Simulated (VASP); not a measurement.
# SrTiO3 (Cm) in VASP: single point with PBEsol

Aim: the single point of SrTiO3 with PBEsol.

Everything below comes from runs of VASP 6.6.1. Logs are shortened: lines on timing, memory, paths and dates and some standing lists are left out, and cuts for length are marked.

## 1. The cell of the first run

It takes space group Cm (No. 8, monoclinic). Conventional cell: a = 7.760 Å, b = 7.809 Å, c = 5.487 Å, α = 90.00°, β = 135.00°, γ = 90.00°. Within 3.5 Å of Sr (site symmetry 1) lie 12 O at 2.62 to 2.89 Å and 8 Ti at 3.32 to 3.41 Å. Within 2.5 Å of Ti (site symmetry m) lie 6 O at 1.87 to 2.02 Å. Within 2.5 Å of Ti (site symmetry m) lie 6 O at 1.88 to 2.02 Å. O (site symmetry 1) has 2 Ti at 1.95 Å within 2.6 Å. Within 2.5 Å of O (site symmetry m) lie 2 Ti at 1.87 to 2.02 Å. Within 2.9 Å of O (site symmetry m) lie 2 Ti at 1.94 to 1.95 Å and 4 Sr at 2.62 to 2.89 Å and 8 O at 2.76 Å. Within 2.5 Å of O (site symmetry m) lie 2 Ti at 1.88 to 2.02 Å. Within 2.9 Å of O (site symmetry m) lie 2 Ti at 1.95 to 1.97 Å and 4 Sr at 2.62 to 2.89 Å and 8 O at 2.76 Å.

## 2. Single point, PBEsol

INCAR

```
ALGO     = Normal         # electronic algorithm
EDIFF    = 1E-7           # SCF threshold, eV
ENCUT    = 520            # plane-wave cutoff, eV
GGA      = PS             # functional
ISIF     = 2              # what is computed and relaxed
ISMEAR   = 0              # smearing method
LASPH    = T              # aspherical terms in the spheres
LCHARG   = T              # write CHGCAR
LELF     = T              # ELF
LREAL    = F              # projectors in reciprocal space
LVHAR    = T            
LWAVE    = F              # write WAVECAR
NBANDS   = 51             # bands
NELM     = 80             # most SCF steps
PREC     = Accurate       # precision mode
SIGMA    = 0.05           # smearing width, eV
```

KPOINTS

```
k-points
0
Gamma
  8 8 8
```

POSCAR

```
SrTiO3
1.0
   -2.7435446834      2.7435446834      3.9043133139
    2.7435446834     -2.7435446834      3.9043133139
    2.7435446834      2.7435446834     -3.9043133139
Sr Ti O
2 2 6
Direct
    0.7500000000      0.2500000000      0.5000000000
    0.2500000000      0.7500000000      0.5000000000
   -0.0105666309      0.0086702251     -0.0018964058
    0.4894333691      0.5086702251     -0.0018964058
    0.2500000000      0.2500000000      0.0000000000
    0.7500000000      0.7500000000      0.0000000000
    0.7253545255      0.2253545255      0.9507090510
    0.2253545255      0.2746454745      0.5000000000
    0.2746454745      0.7746454745      0.0492909490
    0.7746454745      0.7253545255      0.5000000000
```

Potentials or basis: VASP PAW PBE potentials, release 64 (Sr_sv, Ti_sv, O).

The run is started by

```console
$ cat potpaw_PBE.64/Sr_sv/POTCAR potpaw_PBE.64/Ti_sv/POTCAR potpaw_PBE.64/O/POTCAR > POTCAR
$ mpirun -np 1 vasp_std > vasp.out
```

OUTCAR:

```text
EDIFF = 1E-7
   ENCUT = 520
   GGA = PS
   ISIF = 2
   ISMEAR = 0
   LASPH = T
   LREAL = F
   NELM = 80
   PREC = Accurate

 ion  position               nearest neighbor table
   1  0.750  0.250  0.500-   7 2.62   8 2.62  10 2.62   9 2.62   5 2.74   6 2.74   6 2.74   5 2.74
                             8 2.89  10 2.89   9 2.89   7 2.89   4 3.32   3 3.32   3 3.33   4 3.33
   2  0.250  0.750  0.500-   9 2.62   8 2.62  10 2.62   7 2.62   5 2.74   6 2.74   5 2.74   6 2.74
                            10 2.89   8 2.89   7 2.89   9 2.89   3 3.32   4 3.32   4 3.33   3 3.33
   3  0.989  0.009  0.998-   7 1.87  10 1.95   8 1.95   6 1.95   5 1.95   9 2.02   2 3.32   1 3.32
                             1 3.33   2 3.33   1 3.41   2 3.41   2 3.41   1 3.41
   4  0.489  0.509  0.998-   9 1.88   8 1.94   5 1.95   6 1.95  10 1.97   7 2.02   1 3.32   2 3.32
                             2 3.33   1 3.33   2 3.41   1 3.41   1 3.41   2 3.41
   5  0.250  0.250  0.000-   4 1.95   3 1.95   1 2.74   2 2.74   2 2.74   1 2.74
   6  0.750  0.750  0.000-   3 1.95   4 1.95   1 2.74   2 2.74   1 2.74   2 2.74
   7  0.725  0.225  0.951-   3 1.87   4 2.02   1 2.62   2 2.62   2 2.89   1 2.89
   8  0.225  0.275  0.500-   4 1.94   3 1.95   1 2.62   2 2.62   1 2.89   2 2.89
   9  0.275  0.775  0.049-   4 1.88   3 2.02   2 2.62   1 2.62   1 2.89   2 2.89
  10  0.775  0.725  0.500-   3 1.95   4 1.97   1 2.62   2 2.62   1 2.89   2 2.89

  LATTYP: Found a body centered tetragonal cell.
 ALAT       =     5.4870893668
 C/A-ratio  =     1.4230908421

  Lattice vectors:

 A1 = (  -2.7435446834,   2.7435446834,   3.9043133139)
 A2 = (   2.7435446834,  -2.7435446834,   3.9043133139)
 A3 = (   2.7435446834,   2.7435446834,  -3.9043133139)

Analysis of symmetry for initial positions (statically):
=====================================================================
 Subroutine PRICEL returns:
 Original cell was already a primitive cell.

 Routine SETGRP: Setting up the symmetry group for a
 body centered tetragonal supercell.

 Subroutine GETGRP returns: Found  2 space group operations
 (whereof  2 operations were pure point group operations)
 out of a pool of 16 trial point group operations.

The static configuration has the point symmetry C_1h.

Analysis of symmetry for dynamics (positions and initial velocities):
=====================================================================
 Subroutine PRICEL returns:
 Original cell was already a primitive cell.

 Routine SETGRP: Setting up the symmetry group for a
 body centered tetragonal supercell.

 Subroutine GETGRP returns: Found  2 space group operations
 (whereof  2 operations were pure point group operations)
 out of a pool of 16 trial point group operations.

The dynamic configuration has the point symmetry C_1h.

 Subroutine INISYM returns: Found  2 space group operations
 (whereof  2 operations are pure point group operations),
 and found     1 'primitive' translations

----------------------------------------------------------------------------------------

                                     Primitive cell

  volume of cell :     117.5516

  direct lattice vectors                    reciprocal lattice vectors
    -2.743544683  2.743544683  3.904313314     0.000000000  0.182245984  0.128063493
     2.743544683 -2.743544683  3.904313314     0.182245984  0.000000000  0.128063493
     2.743544683  2.743544683 -3.904313314     0.182245984  0.182245984  0.000000000

  length of vectors
     5.504338045  5.504338045  5.504338045     0.222741682  0.222741682  0.257734742

  position of ions in fractional coordinates (direct lattice)
     0.750000000  0.250000000  0.500000000
     0.250000000  0.750000000  0.500000000
     0.989433369  0.008670225  0.998103594
     0.489433369  0.508670225  0.998103594
     0.250000000  0.250000000  0.000000000
     0.750000000  0.750000000  0.000000000
     0.725354526  0.225354526  0.950709051
     0.225354526  0.274645474  0.500000000
     0.274645474  0.774645474  0.049290949
     0.774645474  0.725354526  0.500000000

  ion indices of the primitive-cell ions
   primitive index   ion index
                 1           1
                 2           2
                 3           3
                 4           4
                 5           5
                 6           6
                 7           7
                 8           8
                 9           9
                10          10

----------------------------------------------------------------------------------------

 KPOINTS: k-points

Automatic generation of k-mesh.
 Grid dimensions read from file:
 generate k-points for:    8    8    8

 Generating k-lattice:

  Cartesian coordinates                     Fractional coordinates (reciprocal lattice)
     0.000000000  0.022780748  0.016007937     0.125000000  0.000000000 -0.000000000
     0.022780748  0.000000000  0.016007937     0.000000000  0.125000000 -0.000000000
     0.022780748  0.022780748  0.000000000     0.000000000  0.000000000  0.125000000

  Length of vectors
     0.027842710  0.027842710  0.032216843

  Shift w.r.t. Gamma in fractional coordinates (k-lattice)
     0.000000000  0.000000000  0.000000000

 Subroutine IBZKPT returns following result:
 ===========================================

 Found    150 irreducible k-points:

 Following reciprocal coordinates:
            Coordinates               Weight
  0.000000  0.000000  0.000000      1.000000
  0.125000  0.000000  0.000000      4.000000
  0.000000  0.125000  0.000000      4.000000
  0.250000  0.000000  0.000000      4.000000
  0.000000  0.250000  0.000000      4.000000
  0.375000  0.000000  0.000000      4.000000
[... 16 lines left out ...]
  0.375000  0.000000  0.125000      4.000000
 -0.375000  0.125000  0.000000      4.000000
 [... further k-points ...]
   k-points           NKPTS =    150   k-points in BZ     NKDIM =    150   number of bands    NBANDS=     51
   number of dos      NEDOS =    301   number of ions     NIONS =     10
   total plane-waves  NPLWV =  74088
   dimension x,y,z NGX =    42 NGY =   42 NGZ =   42
   dimension x,y,z NGXF=    84 NGYF=   84 NGZF=   84
   ions per type =               2   2   6
   NGX,Y,Z   is equivalent  to a cutoff of  12.69, 12.69, 12.69 a.u.
   NGXF,Y,Z  is equivalent  to a cutoff of  25.37, 25.37, 25.37 a.u.
 SYSTEM =  unknown system
   PREC   = accura    normal or accurate (medium, high low for compatibility)
   ISTART =      0    job   : 0-new  1-cont  2-samecut
   ICHARG =      2    charge: 1-file 2-atom 10-const
   ISPIN  =      1    spin polarized calculation?
   LNONCOLLINEAR =      F non collinear calculations
   LSORBIT =      F    spin-orbit coupling
   LASPH  =      T    aspherical Exc in radial PAW
   ENCUT  =  520.0 eV  38.22 Ry    6.18 a.u.  10.23 10.23 10.23*2*pi/ulx,y,z
   NELM   =     80;   NELMIN=  2; NELMDL= -5     # of ELM steps
   EDIFF  = 0.1E-06   stopping-criterion for ELM
   LREAL  =      F    real-space projection
   EDIFFG = 0.1E-05   stopping-criterion for IOM
   NSW    =      0    number of steps for IOM
   IBRION =     -1    ionic relax: 0-MD 1-quasi-New 2-CG
   NFREE  =      0    steps in history (QN), initial steepest desc. (CG)
   ISIF   =      2    stress and relaxation
   ISYM   =      2    0-nonsym 1-usesym 2-fastsym
   POTIM  = 0.5000    time-step for ionic-motion
   TEBEG  =    0.0;   TEEND  =   0.0 temperature during run
   PSTRESS=    0.0 pullay stress
   NELECT =      80.0000    total number of electrons
   NUPDOWN=      -1.0000    fix difference up-down
   EMIN   =  10.00;   EMAX   =-10.00  energy-range for DOS
   EFERMI =   0.00;   METHOD = LEGACY
   ISMEAR =     0;   SIGMA  =   0.05  broadening in eV -4-tet -1-fermi 0-gaus
   EFERMI_NEDOS =   21; number of points for ismear=-14 and -15
   IALGO  =     38    algorithm
   IMIX   =      4    mixing-type and parameters
     AMIX     =   0.40;   BMIX     =  1.00
     AMIX_MAG =   1.60;   BMIX_MAG =  1.00
  volume/ion in A,a.u.               =      11.76        79.33
  Fermi-wavevector in a.u.,A,eV,Ry     =   1.439998  2.721202 28.212966  2.073595
  Thomas-Fermi vector in A             =   2.558791
   LORBIT       =      0    0 simple, 1 ext, 2 COOP (PROOUT), +10 PAW based schemes
   GGA     = PS    functional components
   LHFCALC =     F    Hartree Fock is set to
   AEXX    =    0.0000 exact exchange contribution
   IVDW    =     0    specifies the selected vdW correction
   LEPSILON=     F    determine dielectric tensor
   LRPA    =     F    only Hartree local field effects (RPA)
 non-spin polarized calculation
 Gauss-broadening in eV      SIGMA  =   0.05
  energy-cutoff  :      520.00
  volume of cell :      117.55
 maximum number of plane-waves:      3190
 NGX is ok and might be reduce to    42
   NGX = 21   NGY = 21   NGZ = 21

 number of electron      79.9999997 magnetization

 Free energy of the ion-electron system (eV)
  ---------------------------------------------------
  ext. energy  EPLUGINS =         0.00000000
  ---------------------------------------------------
  free energy    TOTEN  =       -84.02508852 eV

  energy without entropy =      -84.02508852  energy(sigma->0) =      -84.02508852

 E-fermi :   4.3322     XC(G=0): -11.6085

 val. band max:        4.0339024755   @ k =  -0.1250   0.1250   0.0000
 cond. band min:       5.9749490465   @ k =   0.0000   0.0000   0.0000
 fundamental gap:      1.9410465710
 Fermi energy:         4.3322106434

 k-point     1 :       0.0000    0.0000    0.0000
  band No.  band energies     occupation
      1     -52.0470      2.00000
      2     -52.0419      2.00000
      3     -28.5001      2.00000
      4     -28.4810      2.00000
      5     -28.4806      2.00000
      6     -28.4350      2.00000
[... 43 lines left out ...]
     50       9.7711      0.00000
     51      10.3581      0.00000
[... 1240 lines left out ...]
     50      10.8804      0.00000
     51      11.1094      0.00000

 [... further k-points ...]

------------------------ aborting loop because EDIFF is reached ----------------------------------------

  FORCE on cell =-STRESS in cart. coord.  units (eV):
  Direction    XX          YY          ZZ          XY          YZ          ZX
  --------------------------------------------------------------------------------------
  -------------------------------------------------------------------------------------
  Total        0.8888023      0.9252407      0.5639537     -0.3437003      0.0000000      0.0000000
  in kB       12.1139844     12.6106246      7.6864410     -4.6844845      0.0000000      0.0000000
  external PRESSURE =      10.8036833 kB  Pullay stress =       0.0000000 kB

 VOLUME and BASIS-vectors are now :
 -----------------------------------------------------------------------------
  energy-cutoff  :      520.00
  volume of cell :      117.55
      direct lattice vectors                 reciprocal lattice vectors
    -2.743544683  2.743544683  3.904313314     0.000000000  0.182245984  0.128063493
     2.743544683 -2.743544683  3.904313314     0.182245984  0.000000000  0.128063493
     2.743544683  2.743544683 -3.904313314     0.182245984  0.182245984  0.000000000

 POSITION                                       TOTAL-FORCE (eV/Angst)
 -----------------------------------------------------------------------------------
     -0.00000      2.74354      1.95216         0.146195     -0.178379      0.008059
      2.74354     -0.00000      1.95216         0.146195     -0.178379     -0.008059
      0.04757      5.42911     -0.00000        -0.331634      0.094120      0.000000
      2.79112      2.68556     -0.00000        -0.035006      0.331292     -0.000000
      0.00000      0.00000      1.95216         0.005776     -0.005469     -0.000043
      0.00000      0.00000      5.85647         0.005776     -0.005469      0.000043
      1.23654      3.98009      0.00000         0.025684     -0.030586     -0.000000
      1.50700      1.23654      0.00000        -0.000472     -0.003683     -0.000000
      1.50700     -1.23654      3.90431         0.023437     -0.018754     -0.000000
      1.23654      1.50700      3.90431         0.014049     -0.004692     -0.000000
 -----------------------------------------------------------------------------------
    total drift:                                0.000153     -0.000047      0.000000

  FREE ENERGIE OF THE ION-ELECTRON SYSTEM (eV)
  ---------------------------------------------------
  free  energy   TOTEN  =       -84.0250885201 eV

  energy  without entropy=      -84.0250885201  energy(sigma->0) =      -84.02508852
```

Run time: 36 min. Hardware: 1 thread of Oxide Virtual Turin-like, shared host; peak memory 0.75 GiB.

Results:

```yaml
Free_energy: -84.0251 eV
Pressure: 1.1 GPa
Largest_force: 0.345 eV/Å
Band_gap_on_the_k_mesh: 1.94 eV
```

Forces in eV/Å, atoms in the order of the input:
```
Sr   0.146 -0.178  0.008
Sr   0.146 -0.178 -0.008
Ti  -0.332  0.094  0.000
Ti  -0.035  0.331  0.000
O    0.006 -0.005  0.000
O    0.006 -0.005  0.000
O    0.026 -0.031  0.000
O    0.000 -0.004  0.000
O    0.023 -0.019  0.000
O    0.014 -0.005  0.000
```

Levels at points of the mesh, in eV from the valence-band top:
```
           k point  band 37  band 38  band 39  band 40  band 41  band 42  band 43  band 44
(0.00, 0.00, 0.00)    -0.36    -0.19    -0.05     0.00     1.94     2.05     2.08     4.24
(0.50, 0.00, 0.00)    -0.80    -0.77    -0.64    -0.59     3.41     3.44     3.46     3.48
(0.00, 0.50, 0.00)    -0.80    -0.77    -0.64    -0.59     3.40     3.44     3.46     3.47
(0.50, 0.50, 0.00)    -1.47    -0.68    -0.67    -0.05     2.08     3.82     3.86     3.88
(0.00, 0.00, 0.50)    -1.42    -0.80    -0.73    -0.09     2.19     3.84     3.84     3.85
(0.50, 0.50, 0.50)    -1.48    -0.74    -0.68    -0.11     2.24     3.77     3.77     3.99
```

Caveat: the cell differs from its parent crystal (all Ti atoms moved +0.075 Å, as atom 3 towards its neighbour atom 7 (O) at 1.949 Å); the PAW data sets were made with another functional, which shifts forces and pressure a little. A k mesh can miss the band edges.
